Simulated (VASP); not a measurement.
# H2 in VASP: notebook

Runs on H2. Level: PBEsol. Tasks: single point, relaxation of the atoms.

All numbers are computed with VASP 6.6.1; they aren't measurements. Logs are shortened: lines on timing, memory, paths and dates and some standing lists are left out, and cuts for length are marked.

## Step 1: The cell of the first run

The cell holds a molecule in a box, 2 atoms: a = 9.000 Å, b = 9.500 Å, c = 10.000 Å, α = 90.00°, β = 90.00°, γ = 90.00°.

## Step 2: Single point, PBEsol

File INCAR:

```
ALGO     = Normal         # electronic algorithm
EDIFF    = 1E-7           # SCF threshold, eV
ENCUT    = 520            # plane-wave cutoff, eV
GGA      = PS             # functional
ISIF     = 2              # what is computed and relaxed
ISMEAR   = 1              # smearing method
LASPH    = T              # aspherical terms in the spheres
LCHARG   = F              # write CHGCAR
LREAL    = F              # projectors in reciprocal space
LWAVE    = F              # write WAVECAR
NBANDS   = 8              # bands
NELM     = 80             # most SCF steps
PREC     = Accurate       # precision mode
SIGMA    = 0.02           # smearing width, eV
```

File KPOINTS:

```
k-points
0
Gamma
  1 1 1
```

File POSCAR:

```
H
1.0
    9.0000000000      0.0000000000      0.0000000000
    0.0000000000      9.5000000000      0.0000000000
    0.0000000000      0.0000000000     10.0000000000
H
2
Direct
    0.5000000000      0.5000000000      0.4620869030
    0.5000000000      0.5000000000      0.5379130970
```

Potentials or basis: VASP PAW PBE potentials, release 64 (H).

Launch:

```sh
> cat potpaw_PBE.64/H/POTCAR > POTCAR
> mpirun -np 1 vasp_gam > vasp.out
```

OUTCAR:

```text
EDIFF = 1E-7
   ENCUT = 520
   GGA = PS
   ISIF = 2
   ISMEAR = 1
   LASPH = T
   LREAL = F
   NELM = 80
   PREC = Accurate

 ion  position               nearest neighbor table
   1  0.500  0.500  0.462-   2 0.76
   2  0.500  0.500  0.538-   1 0.76

  LATTYP: Found a simple orthorhombic cell.
 ALAT       =     9.0000000000
 B/A-ratio  =     1.0555555556
 C/A-ratio  =     1.1111111111

  Lattice vectors:

 A1 = (   9.0000000000,   0.0000000000,   0.0000000000)
 A2 = (   0.0000000000,   9.5000000000,   0.0000000000)
 A3 = (   0.0000000000,   0.0000000000,  10.0000000000)

Analysis of symmetry for initial positions (statically):
=====================================================================
 Subroutine PRICEL returns:
 Original cell was already a primitive cell.

 Routine SETGRP: Setting up the symmetry group for a
 simple orthorhombic supercell.

 Subroutine GETGRP returns: Found  8 space group operations
 (whereof  8 operations were pure point group operations)
 out of a pool of  8 trial point group operations.

The static configuration has the point symmetry D_2h.

Analysis of symmetry for dynamics (positions and initial velocities):
=====================================================================
 Subroutine PRICEL returns:
 Original cell was already a primitive cell.

 Routine SETGRP: Setting up the symmetry group for a
 simple orthorhombic supercell.

 Subroutine GETGRP returns: Found  8 space group operations
 (whereof  8 operations were pure point group operations)
 out of a pool of  8 trial point group operations.

The dynamic configuration has the point symmetry D_2h.

 Subroutine INISYM returns: Found  8 space group operations
 (whereof  8 operations are pure point group operations),
 and found     1 'primitive' translations

----------------------------------------------------------------------------------------

                                     Primitive cell

  volume of cell :     855.0000

  direct lattice vectors                    reciprocal lattice vectors
     9.000000000  0.000000000  0.000000000     0.111111111  0.000000000  0.000000000
[... 53 lines left out ...]
   PREC   = accura    normal or accurate (medium, high low for compatibility)
   ISTART =      0    job   : 0-new  1-cont  2-samecut
   ICHARG =      2    charge: 1-file 2-atom 10-const
   ISPIN  =      1    spin polarized calculation?
   LNONCOLLINEAR =      F non collinear calculations
   LSORBIT =      F    spin-orbit coupling
   LASPH  =      T    aspherical Exc in radial PAW
   ENCUT  =  520.0 eV  38.22 Ry    6.18 a.u.  16.73 17.66 18.59*2*pi/ulx,y,z
   NELM   =     80;   NELMIN=  2; NELMDL= -5     # of ELM steps
   EDIFF  = 0.1E-06   stopping-criterion for ELM
   LREAL  =      F    real-space projection
   EDIFFG = 0.1E-05   stopping-criterion for IOM
   NSW    =      0    number of steps for IOM
   IBRION =     -1    ionic relax: 0-MD 1-quasi-New 2-CG
   NFREE  =      0    steps in history (QN), initial steepest desc. (CG)
   ISIF   =      2    stress and relaxation
   ISYM   =      2    0-nonsym 1-usesym 2-fastsym
   POTIM  = 0.5000    time-step for ionic-motion
   TEBEG  =    0.0;   TEEND  =   0.0 temperature during run
   PSTRESS=    0.0 pullay stress
   NELECT =       2.0000    total number of electrons
   NUPDOWN=      -1.0000    fix difference up-down
   EMIN   =  10.00;   EMAX   =-10.00  energy-range for DOS
   EFERMI =   0.00;   METHOD = LEGACY
   ISMEAR =     1;   SIGMA  =   0.02  broadening in eV -4-tet -1-fermi 0-gaus
   EFERMI_NEDOS =   21; number of points for ismear=-14 and -15
   IALGO  =     38    algorithm
   IMIX   =      4    mixing-type and parameters
     AMIX     =   0.40;   BMIX     =  1.00
     AMIX_MAG =   1.60;   BMIX_MAG =  1.00
  volume/ion in A,a.u.               =     427.50      2884.91
  Fermi-wavevector in a.u.,A,eV,Ry     =   0.217318  0.410672  0.642565  0.047227
  Thomas-Fermi vector in A             =   0.994036
   LORBIT       =      0    0 simple, 1 ext, 2 COOP (PROOUT), +10 PAW based schemes
   GGA     = PS    functional components
   LHFCALC =     F    Hartree Fock is set to
   AEXX    =    0.0000 exact exchange contribution
   IVDW    =     0    specifies the selected vdW correction
   LEPSILON=     F    determine dielectric tensor
   LRPA    =     F    only Hartree local field effects (RPA)
 non-spin polarized calculation
 Methfessel and Paxton  Order N= 1 SIGMA  =   0.02
  energy-cutoff  :      520.00
  volume of cell :      855.00
 maximum number of plane-waves:     11510
 NGX is ok and might be reduce to    70
   NGX = 33   NGY = 35   NGZ = 37

 number of electron       2.0000001 magnetization

 Free energy of the ion-electron system (eV)
  ---------------------------------------------------
  ext. energy  EPLUGINS =         0.00000000
  ---------------------------------------------------
  free energy    TOTEN  =        -6.51229566 eV

  energy without entropy =       -6.51345524  energy(sigma->0) =       -6.51268218

 E-fermi : -10.0882     XC(G=0):  -0.4248

 val. band max:      -10.1050298485   @ k =   0.0000   0.0000   0.0000
 cond. band min:      -0.1664303759   @ k =   0.0000   0.0000   0.0000
 fundamental gap:      9.9385994726
 Fermi energy:       -10.0881922042

 k-point     1 :       0.0000    0.0000    0.0000
  band No.  band energies     occupation
      1     -10.1050      2.00000
      2      -0.1664      0.00000
      3       0.4237      0.00000
      4       1.0738      0.00000
      5       1.2074      0.00000
      6       1.3755      0.00000
      7       1.5356      0.00000
      8       1.7249      0.00000

------------------------ aborting loop because EDIFF is reached ----------------------------------------

  FORCE on cell =-STRESS in cart. coord.  units (eV):
  Direction    XX          YY          ZZ          XY          YZ          ZX
  --------------------------------------------------------------------------------------
  -------------------------------------------------------------------------------------
  Total       -0.0257310     -0.0250014     -0.0284737      0.0000000      0.0000000      0.0000000
  in kB       -0.0482170     -0.0468499     -0.0533567      0.0000000      0.0000000      0.0000000
  external PRESSURE =      -0.0494746 kB  Pullay stress =       0.0000000 kB

 VOLUME and BASIS-vectors are now :
 -----------------------------------------------------------------------------
  energy-cutoff  :      520.00
  volume of cell :      855.00
      direct lattice vectors                 reciprocal lattice vectors
     9.000000000  0.000000000  0.000000000     0.111111111  0.000000000  0.000000000
     0.000000000  9.500000000  0.000000000     0.000000000  0.105263158  0.000000000
     0.000000000  0.000000000 10.000000000     0.000000000  0.000000000  0.100000000

 POSITION                                       TOTAL-FORCE (eV/Angst)
 -----------------------------------------------------------------------------------
      4.50000      4.75000      4.62087         0.000000      0.000000     -0.003513
      4.50000      4.75000      5.37913         0.000000      0.000000      0.003513
 -----------------------------------------------------------------------------------
    total drift:                                0.000000      0.000000      0.000000

  FREE ENERGIE OF THE ION-ELECTRON SYSTEM (eV)
  ---------------------------------------------------
  free  energy   TOTEN  =        -6.5122956574 eV

  energy  without entropy=       -6.5134552384  energy(sigma->0) =       -6.51268218
```

OSZICAR:

```text
N       E                     dE             d eps       ncg     rms          rms(c)
DAV:   1     0.329887838274E+00    0.32989E+00   -0.46519E+02    16   0.117E+02
DAV:   2    -0.679017474535E+01   -0.71201E+01   -0.71201E+01    16   0.309E+01
DAV:   3    -0.713709631196E+01   -0.34692E+00   -0.34692E+00    24   0.850E+00
[... 13 lines left out ...]
DAV:  17    -0.651229445854E+01   -0.11177E-05   -0.11471E-07    16   0.866E-04    0.198E-04
DAV:  18    -0.651229530828E+01   -0.84974E-06   -0.44735E-08    16   0.559E-04    0.442E-04
DAV:  19    -0.651229547709E+01   -0.16881E-06   -0.16349E-08    16   0.321E-04    0.157E-05
DAV:  20    -0.651229562814E+01   -0.15104E-06   -0.23967E-09    16   0.133E-04    0.173E-05
DAV:  21    -0.651229565737E+01   -0.29233E-07   -0.51397E-10    16   0.632E-05
   1 F= -.65122957E+01 E0= -.65126822E+01  d E =0.115958E-02
```

Wall time 24 s (1 thread of Intel Xeon 6975P-C (Granite Rapids), shared host); peak memory 0.65 GiB.

What came out:

```
Free energy                     : -6.5123 eV
Largest force                   : 0.004 eV/Å
Gap between the frontier levels : 9.94 eV
```

Forces in eV/Å, atoms in the order of the input:
```
H    0.000  0.000 -0.004
H    0.000  0.000  0.004
```

Caveat: the PAW data sets were made with another functional, which shifts forces and pressure a little.

## Step 3: Relaxation of the atoms, PBEsol

File INCAR:

```
PREC     = Accurate       # precision mode
ENCUT    = 520            # plane-wave cutoff, eV
EDIFF    = 1E-7           # SCF threshold, eV
ISMEAR   = 1              # smearing method
SIGMA    = 0.02           # smearing width, eV
LREAL    = False          # projectors in reciprocal space
LASPH    = True           # aspherical terms in the spheres
NELM     = 80             # most SCF steps
ALGO     = Normal         # electronic algorithm
ISIF     = 2              # what is computed and relaxed
LWAVE    = False          # write WAVECAR
LCHARG   = False          # write CHGCAR
GGA      = PS             # functional
IBRION   = 2              # ionic algorithm
NSW      = 60             # ionic steps
EDIFFG   = -0.01          # ionic threshold
```

File KPOINTS:

```
Automatic mesh
0
Gamma
  1 1 1
```

File POSCAR:

```
H
1.0
    9.0000000000      0.0000000000      0.0000000000
    0.0000000000      9.5000000000      0.0000000000
    0.0000000000      0.0000000000     10.0000000000
H
2
Direct
    0.5000000000      0.5000000000      0.4625000000
    0.5000000000      0.5000000000      0.5375000000
```

Potentials or basis: VASP PAW PBE potentials, release 64 (H).

Launch:

```sh
> cat potpaw_PBE.64/H/POTCAR > POTCAR
> mpirun -np 1 vasp_gam > vasp.out
```

Wall time 43 s (1 thread of Intel Xeon 6975P-C (Granite Rapids), shared host); peak memory 0.76 GiB.

The run converged. Its results:

```
Free energy                     : -6.5123 eV
Energy gained by relaxing       : 0.6 meV/atom
Ionic steps                     : 3
Gap between the frontier levels : 9.94 eV
```

The path:
```csv
step,energy change (eV),largest force (eV/Å),pressure (GPa)
1,0.0000,0.2862,0.01
2,0.0047,0.6031,-0.03
3,-0.0012,0.0002,-0.01
```

Final structure:
```xyz
2
Lattice="9.0000 0.0000 0.0000 0.0000 9.5000 0.0000 0.0000 0.0000 10.0000" Properties=species:S:1:pos:R:3 pbc="T T T"
H     4.5000    4.7500    4.6208
H     4.5000    4.7500    5.3792
```

Levels at points of the mesh, in eV from the valence-band top:
| k point | band 1 | band 2 | band 3 | band 4 | band 5 |
| --- | --- | --- | --- | --- | --- |
| (0.00, 0.00, 0.00) | 0.00 | 9.94 | 10.53 | 11.18 | 11.31 |

Caveat: the PAW data sets were made with another functional, which shifts forces and pressure a little.
